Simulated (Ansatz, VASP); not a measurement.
# Hg in VASP and in Ansatz

```
CELL_PARAMETERS angstrom
3.22084 0.00000 0.00000
-1.61042 2.78933 0.00000
0.00000 0.00000 11.06011
ATOMIC_POSITIONS crystal
Hg 0.00000 0.00000 0.00000
Hg 0.33333 0.66667 0.25000
Hg 0.00000 0.00000 0.50000
Hg 0.66667 0.33333 0.75000
```

Alike in both runs: task single point; functional PBE; k mesh 6 × 6 × 2; occupations fermi-dirac, width 0.02 eV; no spin polarisation.

|  | VASP | Ansatz |
| --- | --- | --- |
| version | VASP 6.6.1 | Ansatz 0.2.0 |
| potentials or method | VASP PAW PBE potentials, release 64 (Hg) | plane waves, PAW |
| plane-wave cutoff (eV) | 520 | 420 |
| valence electrons in the cell | 48 | 80 |

Ansatz gave:

| Property | Result |
| --- | --- |
| pressure (GPa) | 2.1 |
| traceless stress, the component that is largest in VASP (GPa) | 1.43 |

What did VASP give for the same quantities?

Pressure (GPa): 2.3; traceless stress, the component that is largest in VASP (GPa): 1.38.

VASP's potentials hold 48 valence electrons a cell and Ansatz's 80, so a difference there can come from the potentials and not from the codes.

The k mesh is coarse, so the values compare programs but aren't converged. Neither program's run includes spin-orbit coupling.
